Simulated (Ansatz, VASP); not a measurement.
**Two plane-wave programs on HfZrS4**

```
CELL_PARAMETERS angstrom
7.25506 -1.83522 0.29487
7.25506 1.83522 0.29487
-3.00538 0.00000 5.59369
ATOMIC_POSITIONS crystal
Zr 0.00000 0.00000 0.00000
Hf 0.50000 0.50000 0.50000
S 0.38919 0.38919 0.05801
S 0.88940 0.88940 0.55385
S 0.61081 0.61081 0.94199
S 0.11060 0.11060 0.44615
```

Alike in both runs: functional PBE; k mesh 6 × 6 × 6; occupations gaussian, width 0.1 eV; no spin polarisation.

Ansatz relaxed the structure, and its values are those at the end. VASP's run is a single point on that final structure, the one shown.

|  | VASP | Ansatz |
| --- | --- | --- |
| version | VASP 6.6.1 | Ansatz 0.2.0 |
| potentials or method | VASP PAW PBE potentials, release 64 (Zr_sv, Hf_pv, S), cutoff 520 eV | scalar-relativistic, plane waves, PAW |
| valence electrons in the cell | 46 | 62 |

|  | VASP | Ansatz | Ansatz less VASP |
| --- | --- | --- | --- |
| gap on the k mesh at the Fermi level (eV) | 1.15 | 1.14 | -0.007 |
| least direct gap on the mesh (eV) | 1.15 | 1.14 | -0.007 |
| pressure (GPa) | -0.1 | 0.1 | +0.27 |
| rms of the force components (eV/Å) | 0.022 | 0.005 | -0.0169 |

The functional is the same, so the differences come from potentials, cutoffs and numerics. VASP's potentials hold 46 valence electrons a cell and Ansatz's 62, so a difference there can come from the potentials and not from the codes.

Neither program's run includes spin-orbit coupling.
